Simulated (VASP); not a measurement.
A run of VASP 6.6.1 is set up as follows.

Contents of INCAR:

```
PREC = Accurate
ENCUT = 520
EDIFF = 1E-6
ISMEAR = -1
SIGMA = 0.05
LREAL = False
LASPH = True
NELM = 100
ALGO = Normal
ISIF = 2
LWAVE = False
LCHARG = False
GGA = PE
NBANDS = 19
```

The input KPOINTS:

```
regular mesh
0
Gamma
  5 5 5
```

File POSCAR:

```
MgC2
1.0
    3.9507770000      0.0000000000      0.0000000000
    0.0000000000      3.9507770000      0.0000000000
    0.0000000000      0.0000000000      5.1865725600
Mg C
2 4
Direct
    0.0000000000      0.0000000000      0.5000000000
    0.5000000000      0.5000000000      0.0000000000
    0.3876550000      0.6123450000      0.5000000000
    0.1123450000      0.1123450000      0.0000000000
    0.6123450000      0.3876550000      0.5000000000
    0.8876550000      0.8876550000      0.0000000000
```

Potentials or basis: VASP PAW PBE potentials, release 64 (Mg, C).

Command:

```console
$ cat potpaw_PBE.64/Mg/POTCAR potpaw_PBE.64/C/POTCAR > POTCAR
$ mpirun -np 1 vasp_std > vasp.out
```

Task: Estimate the largest force.

Result: 0.093 eV/Å.

Task: What does it give for the band gap on the k mesh?

Result: 2.84 eV, indirect (least direct gap 3.10 eV).

Task: Estimate the pressure.

Result: -2.2 GPa.

Forces on the atoms (eV/Å):
```
Mg   0.000  0.000  0.000
Mg   0.000  0.000  0.000
C   -0.066  0.066  0.000
C    0.066  0.066  0.000
C    0.066 -0.066  0.000
C   -0.066 -0.066  0.000
```

A k mesh can miss the band edges. A hybrid or GW would open this gap; PBE tends to underestimate it.
